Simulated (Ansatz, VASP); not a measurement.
## TaN in VASP and in Ansatz

```
Ta N
1.0
     3.06819    0.00000    0.00000
    -1.53409    2.65713    0.00000
     0.00000    0.00000    4.95057
Ta N
2 2
Direct
  0.00000 0.00000 0.00000
  0.00000 0.00000 0.50000
  0.33333 0.66667 0.25000
  0.66667 0.33333 0.75000
```

Change from the starting cell: volume scaled by 1.02, crystal datasets.

Alike in both runs: task electric field gradients; functional PBE; k mesh 9 × 9 × 5; occupations fermi-dirac, width 0.01 eV; no spin polarisation.

```csv
,VASP,Ansatz
version,VASP 6.6.1,Ansatz 0.2.0
potentials or method,"VASP PAW PBE potentials, release 64 (Ta_pv, N), cutoff 520 eV","all-electron PAW with datasets made for the crystal, scalar-relativistic"
```

VASP gave:

```
pressure (GPa)                                                : 50.7
traceless stress, the component that is largest in VASP (GPa) : 53.52
size of Vzz on the site where it differs most (V/Å²)          : 177.8
```

Task: Estimate Ansatz's values.

Result: Pressure (GPa): 49.0; traceless stress, the component that is largest in VASP (GPa): 53.05; size of Vzz on the site where it differs most (V/Å²): 204.4.

Both programs put the cell under a high pressure, so it lies far from rest at this level. Ansatz ran all-electron here, and VASP with PAW potentials.

Neither program's run includes spin-orbit coupling.
